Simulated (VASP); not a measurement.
# Li4TmGe (Cmmm) in VASP: further runs

Li4TmGe is run at these levels: PBE; tasks: single point, relaxation of cell and atoms.

Program: VASP 6.6.1. These are calculated values, not measurements. Logs are shortened: lines on timing, memory, paths and dates and some standing lists are left out, and cuts for length are marked.

**1. The cell of the first run**

The structure is orthorhombic, space group Cmmm (No. 65). The conventional cell has a = 5.117 Å, b = 9.745 Å, c = 4.296 Å, α = 90.00°, β = 90.00°, γ = 90.00°. Li (site symmetry m2m) has 2 Ge at 2.63 Å and 7 Li at 2.66 to 3.15 Å and 3 Tm at 2.97 to 3.35 Å within 3.5 Å. Li (site symmetry 2/m) has 6 Li at 2.56 to 2.66 Å and 2 Ge at 2.75 Å and 4 Tm at 3.49 Å within 3.5 Å. Tm (site symmetry mmm) has 14 Li at 2.97 to 3.49 Å and 4 Ge at 3.34 Å within 3.9 Å. Ge (site symmetry mmm) has 8 Li at 2.63 to 2.75 Å and 4 Tm at 3.34 Å within 3.5 Å.

The cell was generated, and may not be a known phase.

**2. Single point, PBE**

INCAR reads:

```
SYSTEM = Li4TmGe
PREC = Accurate ; ENCUT = 750
EDIFF = 1E-6 ; ISMEAR = 0
SIGMA = 0.2 ; LREAL = .False.
LASPH = .True. ; NELM = 200
ALGO = Normal ; ISIF = 2
LWAVE = .False. ; LCHARG = .False.
GGA = PE ; NBANDS = 26
GGA_COMPAT = .False. ; LMAXMIX = 6
```

KPOINTS reads:

```
regular mesh
0
Gamma
  4 4 4
  0 0 0
```

POSCAR reads:

```
Li4TmGe
1.0
    2.5583109360     -4.8725249794      0.0000000000
    2.5583109360      4.8725249794      0.0000000000
    0.0000000000      0.0000000000      4.2963196224
Li Tm Ge
4 1 1
Direct
    0.6557524426      0.3442475574      0.0000000000
    0.3442475574      0.6557524426      0.0000000000
    0.5000000000      0.0000000000      0.5000000000
    0.0000000000      0.5000000000      0.5000000000
    0.0000000000      0.0000000000      0.0000000000
    0.5000000000      0.5000000000      0.5000000000
```

Potentials or basis: VASP PAW PBE potentials, release 64 (Li_sv, Tm_3, Ge_d), 4f in core.

Launch:

```
cat potpaw_PBE.64/Li_sv/POTCAR potpaw_PBE.64/Tm_3/POTCAR potpaw_PBE.64/Ge_d/POTCAR > POTCAR
mpirun -np 1 vasp_std > vasp.out
```

OUTCAR:

```text
SYSTEM = Li4TmGe
   PREC = Accurate
   ENCUT = 750
   EDIFF = 1E-6
   ISMEAR = 0
   LREAL = .False.
   LASPH = .True.
   NELM = 200
   ISIF = 2
   GGA = PE

 ion  position               nearest neighbor table
   1  0.656  0.344  0.000-   6 2.63   6 2.63   5 2.97   5 2.97
   2  0.344  0.656  0.000-   6 2.63   6 2.63   5 2.97   5 2.97
   3  0.500  0.000  0.500-   4 2.56   4 2.56   6 2.75   6 2.75
   4  0.000  0.500  0.500-   3 2.56   3 2.56   6 2.75   6 2.75
   5  0.000  0.000  0.000-   1 2.97   2 2.97   1 2.97   2 2.97   6 3.34   6 3.34   6 3.34   6 3.34

   6  0.500  0.500  0.500-   1 2.63   2 2.63   1 2.63   2 2.63   3 2.75   4 2.75   3 2.75   4 2.75
                             5 3.34   5 3.34   5 3.34   5 3.34

  LATTYP: Found a base centered orthorhombic cell.
 ALAT       =     5.1166218720
 B/A-ratio  =     1.9045866985
 C/A-ratio  =     0.8396789385

  Lattice vectors:

 A1 = (   2.5583109360,  -4.8725249794,   0.0000000000)
 A2 = (   2.5583109360,   4.8725249794,   0.0000000000)
 A3 = (   0.0000000000,   0.0000000000,   4.2963196224)

Analysis of symmetry for initial positions (statically):
=====================================================================
 Subroutine PRICEL returns:
 Original cell was already a primitive cell.

 Routine SETGRP: Setting up the symmetry group for a
 base centered orthorhombic supercell.

 Subroutine GETGRP returns: Found  8 space group operations
 (whereof  8 operations were pure point group operations)
 out of a pool of  8 trial point group operations.

The static configuration has the point symmetry D_2h.

Analysis of symmetry for dynamics (positions and initial velocities):
=====================================================================
 Subroutine PRICEL returns:
 Original cell was already a primitive cell.

 Routine SETGRP: Setting up the symmetry group for a
 base centered orthorhombic supercell.

 Subroutine GETGRP returns: Found  8 space group operations
 (whereof  8 operations were pure point group operations)
 out of a pool of  8 trial point group operations.

The dynamic configuration has the point symmetry D_2h.

 Subroutine INISYM returns: Found  8 space group operations
 (whereof  8 operations are pure point group operations),
 and found     1 'primitive' translations

----------------------------------------------------------------------------------------

                                     Primitive cell
[... 90 lines left out ...]
   LNONCOLLINEAR =      F non collinear calculations
   LSORBIT =      F    spin-orbit coupling
   LASPH  =      T    aspherical Exc in radial PAW
   ENCUT  =  750.0 eV  55.12 Ry    7.42 a.u.  12.29 12.29  9.59*2*pi/ulx,y,z
   NELM   =    200;   NELMIN=  2; NELMDL= -5     # of ELM steps
   EDIFF  = 0.1E-05   stopping-criterion for ELM
   LREAL  =      F    real-space projection
[... 7 lines left out ...]
   TEBEG  =    0.0;   TEEND  =   0.0 temperature during run
   PSTRESS=    0.0 pullay stress
   NELECT =      35.0000    total number of electrons
   NUPDOWN=      -1.0000    fix difference up-down
   EMIN   =  10.00;   EMAX   =-10.00  energy-range for DOS
   EFERMI =   0.00;   METHOD = LEGACY
   ISMEAR =     0;   SIGMA  =   0.20  broadening in eV -4-tet -1-fermi 0-gaus
   EFERMI_NEDOS =   21; number of points for ismear=-14 and -15
   IALGO  =     38    algorithm
   IMIX   =      4    mixing-type and parameters
     AMIX     =   0.40;   BMIX     =  1.00
     AMIX_MAG =   1.60;   BMIX_MAG =  1.00
  volume/ion in A,a.u.               =      17.85       120.47
  Fermi-wavevector in a.u.,A,eV,Ry     =   1.127594  2.130844 17.299383  1.271469
  Thomas-Fermi vector in A             =   2.264281
   LORBIT       =      0    0 simple, 1 ext, 2 COOP (PROOUT), +10 PAW based schemes
   GGA     = PE    functional components
   LHFCALC =     F    Hartree Fock is set to
   AEXX    =    0.0000 exact exchange contribution
   IVDW    =     0    specifies the selected vdW correction
   LEPSILON=     F    determine dielectric tensor
   LRPA    =     F    only Hartree local field effects (RPA)
 non-spin polarized calculation
 Gauss-broadening in eV      SIGMA  =   0.20
  energy-cutoff  :      750.00
  volume of cell :      107.11
 maximum number of plane-waves:      5023
 NGX is ok and might be reduce to    50
   NGX = 25   NGY = 25   NGZ = 19

 number of electron      35.0000005 magnetization

 Free energy of the ion-electron system (eV)
  ---------------------------------------------------
  ext. energy  EPLUGINS =         0.00000000
  ---------------------------------------------------
  free energy    TOTEN  =       -17.63370723 eV

  energy without entropy =      -17.56666437  energy(sigma->0) =      -17.60018580

 E-fermi :   2.8466     XC(G=0):  -9.0382

 val. band max:        2.8304755863   @ k =   0.2500  -0.0000   0.5000
 cond. band min:       2.8682313354   @ k =   0.0000   0.0000   0.5000
 fundamental gap:      0.0377557491
 Fermi energy:         2.8466433014

 k-point     1 :       0.0000    0.0000    0.0000
  band No.  band energies     occupation
      1     -43.2177      2.00000
      2     -43.1752      2.00000
      3     -42.8131      2.00000
      4     -42.8063      2.00000
      5     -23.3849      2.00000
      6     -23.3277      2.00000
[... 598 lines left out ...]
     25       8.6054      0.00000
     26       8.6981      0.00000

------------------------ aborting loop because EDIFF is reached ----------------------------------------

  FORCE on cell =-STRESS in cart. coord.  units (eV):
  Direction    XX          YY          ZZ          XY          YZ          ZX
  --------------------------------------------------------------------------------------
  -------------------------------------------------------------------------------------
  Total        0.1341454      0.1083055     -0.0472161      0.0000000      0.0000000      0.0000000
  in kB        2.0065606      1.6200445     -0.7062640      0.0000000      0.0000000      0.0000000
  external PRESSURE =       0.9734470 kB  Pullay stress =       0.0000000 kB

 VOLUME and BASIS-vectors are now :
 -----------------------------------------------------------------------------
  energy-cutoff  :      750.00
  volume of cell :      107.11
      direct lattice vectors                 reciprocal lattice vectors
     2.558310936 -4.872524979  0.000000000     0.195441450 -0.102616200  0.000000000
     2.558310936  4.872524979  0.000000000     0.195441450  0.102616200  0.000000000
     0.000000000  0.000000000  4.296319622     0.000000000  0.000000000  0.232757357

 POSITION                                       TOTAL-FORCE (eV/Angst)
 -----------------------------------------------------------------------------------
      2.55831     -1.51782      0.00000        -0.000000     -0.014217      0.000000
      2.55831      1.51782      0.00000        -0.000000      0.014217      0.000000
      1.27916     -2.43626      2.14816        -0.000000     -0.000000      0.000000
      1.27916      2.43626      2.14816        -0.000000     -0.000000      0.000000
      0.00000      0.00000      0.00000        -0.000000     -0.000000      0.000000
      2.55831      0.00000      2.14816         0.000000     -0.000000      0.000000
 -----------------------------------------------------------------------------------
    total drift:                               -0.000000     -0.000000      0.000000

  FREE ENERGIE OF THE ION-ELECTRON SYSTEM (eV)
  ---------------------------------------------------
  free  energy   TOTEN  =       -17.6337072347 eV

  energy  without entropy=      -17.5666643737  energy(sigma->0) =      -17.60018580
```

OSZICAR:

```text
N       E                     dE             d eps       ncg     rms          rms(c)
DAV:   1     0.291227964410E+03    0.29123E+03   -0.19229E+04  1134   0.240E+03
DAV:   2     0.378208233880E+02   -0.25341E+03   -0.24609E+03  1092   0.655E+02
DAV:   3    -0.822038179549E+01   -0.46041E+02   -0.44917E+02  1672   0.160E+02
DAV:   4    -0.173876893547E+02   -0.91673E+01   -0.90348E+01  2136   0.528E+01
DAV:   5    -0.185392650144E+02   -0.11516E+01   -0.11500E+01  1584   0.187E+01    0.146E+01
DAV:   6    -0.177216529322E+02    0.81761E+00   -0.24550E+00  1920   0.162E+01    0.965E+00
DAV:   7    -0.176515156894E+02    0.70137E-01   -0.10106E+00  1624   0.601E+00    0.282E+00
DAV:   8    -0.176407366714E+02    0.10779E-01   -0.24825E-01  1640   0.242E+00    0.810E-01
DAV:   9    -0.176340171726E+02    0.67195E-02   -0.39599E-02  1832   0.109E+00    0.197E-01
DAV:  10    -0.176337171030E+02    0.30007E-03   -0.37158E-03  1660   0.408E-01    0.111E-01
DAV:  11    -0.176337227046E+02   -0.56016E-05   -0.22565E-04  1488   0.114E-01    0.626E-02
DAV:  12    -0.176337078536E+02    0.14851E-04   -0.61119E-05  1942   0.447E-02    0.883E-03
DAV:  13    -0.176337072347E+02    0.61888E-06   -0.62751E-06  1648   0.154E-02
   1 F= -.17633707E+02 E0= -.17600186E+02  d E =-.670429E-01
```

stdout:

```text
POSCAR found type information on POSCAR LiTmGe
 POSCAR found :  3 types and       6 ions
 scaLAPACK will be used
 LDA part: xc-table for (Slater+PW92), standard interpolation
 POSCAR, INCAR and KPOINTS ok, starting setup
 FFT: planning ... GRIDC
 FFT: planning ... GRID_SOFT
 FFT: planning ... GRID
 WAVECAR not read
 entering main loop
```

Run time: 74 s. Hardware: 1 thread of AMD EPYC 9R45 (Zen 5), shared host; peak memory 0.34 GiB.

Results:

```
Free energy            : -17.6337 eV
Pressure               : 0.1 GPa
Largest force          : 0.014 eV/Å
Band gap on the k mesh : zero (an odd number of electrons rules out a gap without spin polarisation)
```

Forces on the atoms (eV/Å):
```
Li   0.000 -0.014  0.000
Li   0.000  0.014  0.000
Li   0.000  0.000  0.000
Li   0.000  0.000  0.000
Tm   0.000  0.000  0.000
Ge   0.000  0.000  0.000
```

Stress tensor (GPa, compression positive):
```
 0.20  0.00  0.00
 0.00  0.16  0.00
 0.00  0.00 -0.07
```

Caveat: the k points lie up to 0.37 Å⁻¹ apart, too coarse for converged energies and pressures of a metal; spin-orbit coupling is left out, which moves the levels of the heavy elements; the 4f electrons are frozen in the core, so they carry no moment and show no levels.

**3. Single point, PBE**

INCAR reads:

```
ALGO = Normal
EDIFF = 1E-6
ENCUT = 750
GGA = PE
GGA_COMPAT = F
ISIF = 2
ISMEAR = 0
LASPH = T
LCHARG = F
LMAXMIX = 6
LREAL = F
LWAVE = F
NBANDS = 26
NELM = 200
PREC = Accurate
SIGMA = 0.1
```

KPOINTS reads:

```
k-points
0
Gamma
  4 4 4
```

POSCAR is that of step 2.

Potentials or basis: VASP PAW PBE potentials, release 64 (Li_sv, Tm_3, Ge_d), 4f in core.

Launch:

```
cat potpaw_PBE.64/Li_sv/POTCAR potpaw_PBE.64/Tm_3/POTCAR potpaw_PBE.64/Ge_d/POTCAR > POTCAR
mpirun -np 1 vasp_std > vasp.out
```

Run time: 80 s. Hardware: 1 thread of AMD EPYC 9R45 (Zen 5), shared host; peak memory 0.34 GiB.

Results (log left out):

| Property | Result |
| --- | --- |
| Free energy | -17.6064 eV |
| Pressure | 0.1 GPa |
| Largest force | 0.012 eV/Å |
| Band gap on the k mesh | zero (an odd number of electrons rules out a gap without spin polarisation) |

Forces on the atoms (eV/Å):
```
Li   0.000 -0.012  0.000
Li   0.000  0.012  0.000
Li   0.000  0.000  0.000
Li   0.000  0.000  0.000
Tm   0.000  0.000  0.000
Ge   0.000  0.000  0.000
```

Stress tensor (GPa, compression positive):
```
 0.26  0.00  0.00
 0.00 -0.18  0.00
 0.00  0.00  0.10
```

Levels at points of the mesh, in eV from the Fermi level:
```tsv
k point	band 13	band 14	band 15	band 16	band 17	band 18	band 19	band 20	band 21	band 22
(0.00, 0.00, 0.00)	-8.47	-2.20	-1.75	-0.97	-0.78	-0.19	0.14	0.95	1.42	2.09
(0.50, 0.00, 0.00)	-8.02	-4.10	-2.29	-1.13	-1.02	0.43	1.19	1.95	2.54	2.93
(0.50, 0.50, 0.00)	-8.40	-3.27	-1.33	-1.26	-0.10	0.48	0.61	1.09	1.90	2.07
(0.00, 0.00, 0.50)	-7.82	-4.05	-1.90	-1.59	-1.15	0.00	0.36	0.99	3.44	3.58
(0.50, 0.00, 0.50)	-7.84	-2.57	-2.26	-1.94	-1.52	-0.37	0.15	0.79	1.80	2.83
(0.50, 0.50, 0.50)	-7.78	-3.56	-2.84	-1.56	-1.30	0.72	1.13	1.14	1.60	2.43
```

Caveat: the k points lie up to 0.37 Å⁻¹ apart, too coarse for converged energies and pressures of a metal; spin-orbit coupling is left out, which moves the levels of the heavy elements; the 4f electrons are frozen in the core, so they carry no moment and show no levels.

**4. Relaxation of cell and atoms, PBE**

This run uses another cell than the first one, of 13.65 Å³/atom.

INCAR reads:

```
ALGO = Normal ; EDIFF = 1E-7
EDIFFG = -0.08 ; ENCUT = 750
GGA = PE ; GGA_COMPAT = F
IBRION = 2 ; ISIF = 3
ISMEAR = 0 ; LASPH = T
LCHARG = F ; LMAXMIX = 6
LREAL = F ; LWAVE = F
NELM = 200 ; NELMIN = 4
NSW = 36 ; PREC = Accurate
SIGMA = 0.2
```

KPOINTS reads:

```
k-points
0
Gamma
  3 3 5
```

POSCAR reads:

```
Li4TmGe
1.0
    3.5050873300     -3.5655641400      0.0000000000
    3.5050873300      3.5655641400      0.0000000000
    0.0000000000      0.0000000000      3.2763600000
Li Tm Ge
4 1 1
Direct
    0.6918020200      0.6918020200      0.0000000000
    0.7984370000      0.2015630000      0.5000000000
    0.2015630000      0.7984370000      0.5000000000
    0.3081979800      0.3081979800      0.0000000000
    0.5000000000      0.5000000000      0.5000000000
    0.0000000000      0.0000000000      0.0000000000
```

Launch:

```
cat potpaw_PBE.64/Li_sv/POTCAR potpaw_PBE.64/Tm_3/POTCAR potpaw_PBE.64/Ge_d/POTCAR > POTCAR
mpirun -np 1 vasp_std > vasp.out
```

It took 5.5 min on 1 thread of AMD EPYC 9R45 (Zen 5), shared host; peak memory 0.25 GiB.

It converged, with:

* Free energy: -13.5288 eV
* Relaxed volume: 27.89 Å³/atom
* Relaxed cell: a = 6.223 Å, b = 6.223 Å, c = 4.362 Å, α = 90.00°, β = 90.00°, γ = 82.21°
* Space group after relaxing (to 0.1 Å): Cmmm (No. 65)
* Energy gained by relaxing: 1134.1 meV/atom
* Ionic steps: 13
* Pressure after relaxing: -0.1 GPa
* Largest force after relaxing: 0.038 eV/Å
* Band gap on the k mesh: zero (an odd number of electrons rules out a gap without spin polarisation)

Forces in eV/Å, atoms in the order of the input:
```
Li   0.038  0.000  0.000
Li   0.000  0.030  0.000
Li   0.000 -0.030  0.000
Li  -0.038  0.000  0.000
Tm   0.000  0.000  0.000
Ge   0.000  0.000  0.000
```

Stress tensor (GPa, compression positive):
```
 0.00  0.00  0.00
 0.00  0.05  0.00
 0.00  0.00 -0.22
```

Step by step:
```
step  energy change (eV)  largest force (eV/Å)  pressure (GPa)  volume (Å³)
   1              0.0000                2.3116           33.34        81.89
   2             -5.0548                1.4740            8.17       120.21
   3             -6.0301                1.2745            2.45       146.23
   4             -5.7480                0.8987           -3.13       208.75
   5             -6.2317                1.1185           -0.23       167.77
   6             -6.2306                1.1314           -0.01       165.65
   7             -6.3908                0.8833           -0.15       166.86
   8             -6.5991                0.6299           -0.11       170.18
   9             -6.6847                0.4374           -0.02       169.91
  10             -6.7595                0.2450            0.22       169.26
  11             -6.7900                0.1086           -0.38       171.59
  12             -6.7907                0.0869           -0.47       171.95
  13             -6.8044                0.0383           -0.06       167.36
```

Final structure:
```
Li Tm Ge
1.0
     4.68877   -4.09135    0.00000
     4.68877    4.09135    0.00000
     0.00000    0.00000    4.36217
Li Tm Ge
4 1 1
Direct
  0.74293 0.74293 0.00000
  0.85818 0.14182 0.50000
  0.14182 0.85818 0.50000
  0.25707 0.25707 0.00000
  0.50000 0.50000 0.50000
  0.00000 0.00000 0.00000
```

Levels at points of the mesh, in eV from the Fermi level:
| k point | band 14 | band 15 | band 16 | band 17 | band 18 | band 19 | band 20 | band 21 |
| --- | --- | --- | --- | --- | --- | --- | --- | --- |
| (0.00, 0.00, 0.00) | -3.12 | -1.17 | -0.74 | -0.42 | -0.22 | 0.03 | 0.46 | 1.22 |

Caveat: the k points lie up to 0.34 Å⁻¹ apart in the final cell, too coarse for converged energies and pressures of a metal; the volume moved by over 15 % at a fixed basis, so the end points are rough; spin-orbit coupling is left out, which moves the levels of the heavy elements; the 4f electrons are frozen in the core, so they carry no moment and show no levels; the relaxation stopped at a loose force limit of 0.08 eV/Å, so its end isn't a converged minimum.

**5. Summary**

```tsv
task	cell	k mesh	smearing	gap on the mesh (eV)	pressure (GPa)	largest force (eV/Å)
single point	a = 5.503, b = 5.503, c = 4.296 Å, angles 90.0, 90.0, 124.6°, 6 atoms, atomic positions A	4 × 4 × 4	gaussian 0.2 eV	none	0.1	0.01
single point	a = 5.503, b = 5.503, c = 4.296 Å, angles 90.0, 90.0, 124.6°, 6 atoms, atomic positions A	4 × 4 × 4	gaussian 0.1 eV	none	0.1	0.01
relaxation of cell and atoms	relaxed from a = 5.000, b = 5.000, c = 3.276 Å, angles 90.0, 90.0, 91.0°, 6 atoms, atomic positions B	3 × 3 × 5	gaussian 0.2 eV	none	-0.1	0.04
```

Alike in all rows: level PBE; potentials or basis VASP PAW PBE potentials, release 64 (Li_sv, Tm_3, Ge_d), 4f in core; no spin polarisation; cutoff (eV) 750.

Caveats: all runs use coarse meshes; spin-orbit coupling is left out, which moves the levels of the heavy elements; the 4f electrons are frozen in the core, so they carry no moment and show no levels; the volume moved by over 15 % at a fixed basis, so the end points are rough (at least some runs); the relaxation stopped at a loose force limit of 0.08 eV/Å, so its end isn't a converged minimum (at least some runs).

Total energies depend on the potentials used, so only differences within one code and one set of settings carry meaning.

The gap in the log of VASP goes by the Fermi energy; the results here count the filled bands.